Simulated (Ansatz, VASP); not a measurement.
## LuH2: VASP beside Ansatz

```
CELL_PARAMETERS angstrom
-0.00186 2.48873 2.46919
2.46331 -0.00406 2.49485
2.49316 2.46492 0.00610
ATOMIC_POSITIONS crystal
Lu 0.98389 0.02448 0.99219
H 0.23389 0.27447 0.24219
H 0.73389 0.77448 0.74219
```

Alike in both runs: functional PBEsol; k mesh 14 × 14 × 14; occupations gaussian, width 0.1 eV; no spin polarisation.

Ansatz relaxed the structure, and its values are those at the end. VASP's run is a single point on that final structure, the one shown.

|  | VASP | Ansatz |
| --- | --- | --- |
| version | VASP 6.6.1 | Ansatz 0.2.0 |
| potentials or method | VASP PAW PBE potentials, release 64 (Lu, H), cutoff 520 eV | scalar-relativistic, plane waves, PAW |
| valence electrons in the cell | 27 | 27 |

Ansatz gave:

| Item | Value |
| --- | --- |
| gap on the k mesh at the Fermi level (eV) | none |
| pressure (GPa) | 0.0 |

Problem. Estimate VASP's values.

Solution. gap on the k mesh at the Fermi level (eV): none; pressure (GPa): 0.4.

VASP's potentials were made for PBE, not for PBEsol. A gap of «none» marks a metal or a gap that the smearing closes. The functional is the same, so the differences come from potentials, cutoffs and numerics.

Neither program's run includes spin-orbit coupling.
